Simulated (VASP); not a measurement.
Here is a VASP 6.6.1 calculation.

The input INCAR:

```
SYSTEM = Al5GaAs6
ALGO = Normal
EDIFF = 1E-7
ENCUT = 520
GGA = PE
ISIF = 2
ISMEAR = 0
LASPH = .TRUE.
LCHARG = .FALSE.
LREAL = .FALSE.
LWAVE = .FALSE.
NBANDS = 41
NELM = 80
PREC = Accurate
SIGMA = 0.1
```

KPOINTS

```
k-points
0
G
  4 4 1
  0 0 0
```

Contents of POSCAR:

```
Al5GaAs6
1.0
    4.0734647878      0.0000000000      0.0000000000
    0.0000000000      4.0734647878      0.0000000000
    0.0000000000      0.0000000000     17.0015199633
Al Ga As
5 1 6
Direct
    0.0000000000      0.0000000000      0.6669064511
    0.5000000000      0.5000000000      0.8334337632
    0.0000000000      0.0000000000      0.0000000000
    0.5000000000      0.5000000000      0.1665662368
    0.0000000000      0.0000000000      0.3330935489
    0.5000000000      0.5000000000      0.5000000000
    0.5000000000      0.0000000000      0.9167362899
    0.0000000000      0.5000000000      0.0832637101
    0.5000000000      0.0000000000      0.2498478674
    0.0000000000      0.5000000000      0.4159164284
    0.5000000000      0.0000000000      0.5840835716
    0.0000000000      0.5000000000      0.7501521326
```

Potentials or basis: VASP PAW PBE potentials, release 64 (Al, Ga_d, As).

Launch:

```sh
$ cat potpaw_PBE.64/Al/POTCAR potpaw_PBE.64/Ga_d/POTCAR potpaw_PBE.64/As/POTCAR > POTCAR
$ mpirun -np 1 vasp_std > vasp.out
```

Estimate the pressure.

0.3 GPa.

Predict the band gap on the k mesh.

1.35 eV.

Predict the largest force.

0.006 eV/Å.

Forces on the atoms (eV/Å):
```
Al   0.000  0.000  0.000
Al   0.000  0.000  0.000
Al   0.000  0.000  0.000
Al   0.000  0.000  0.000
Al   0.000  0.000  0.000
Ga   0.000  0.000  0.000
As   0.000  0.000  0.000
As   0.000  0.000  0.000
As   0.000  0.000  0.000
As   0.000  0.000 -0.006
As   0.000  0.000  0.006
As   0.000  0.000  0.000
```

Caveat: an odd mesh through Γ misses points on the zone boundary, where band edges can lie.
